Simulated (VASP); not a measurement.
Wanted: the native input for a VASP 6.6.1 run.

- Task: single point
- Functional: PBE
- Potentials or basis: VASP PAW PBE potentials, release 64 (W_sv)
- Cutoff: 400 eV
- k mesh: 7 × 7 × 1
- Occupations: fermi-dirac, width 0.15 eV
- Spin: no spin polarisation
- Dipole correction: yes
- Further INCAR settings: ALGO = Normal; EDIFF = 1e-06; NBANDS = 21; NELMDL = -8

The structure of W lies in POSCAR:

```
W
1.0
    2.7406932748      0.0000000000      0.0000000000
   -0.9135644249      2.5839503997      0.0000000000
    0.0000000000      0.0000000000     14.2377666883
W
2
Direct
    0.0000000000      0.0000000000      0.4214144066
    0.5000000000      0.5000000000      0.5785855934
```

One way to write it, as run:

INCAR

```
SYSTEM = W
  PREC = Accurate
  ENCUT = 400
  EDIFF = 1E-6
  ISMEAR = -1
  SIGMA = 0.15
  LREAL = .False.
  LASPH = .True.
  NELM = 120
  ALGO = Normal
  ISIF = 2
  LWAVE = .False.
  LCHARG = .False.
  LDIPOL = .True.
  IDIPOL = 3
  DIPOL = 0.5 0.5 0.500
  GGA = PE
  NBANDS = 21
  GGA_COMPAT = .False.
  NELMDL = -8
```

KPOINTS

```
regular mesh
0
Gamma
  7 7 1
  0 0 0
```

Potentials or basis: VASP PAW PBE potentials, release 64 (W_sv).

The run is started by

```bash
$ cat potpaw_PBE.64/W_sv/POTCAR > POTCAR
$ mpirun -np 1 vasp_std > vasp.out
```

It gave:

* Largest force: 0.957 eV/Å
* Band gap on the k mesh: zero (band 14 reaches 1.31 eV, above the bottom of band 15 at -0.16 eV)

Caveat: spin-orbit coupling is left out, which moves the levels of the heavy elements.

Run time: 66 s on 1 thread of AMD EPYC 7R13, with other jobs on the host, peak memory 0.15 GiB.
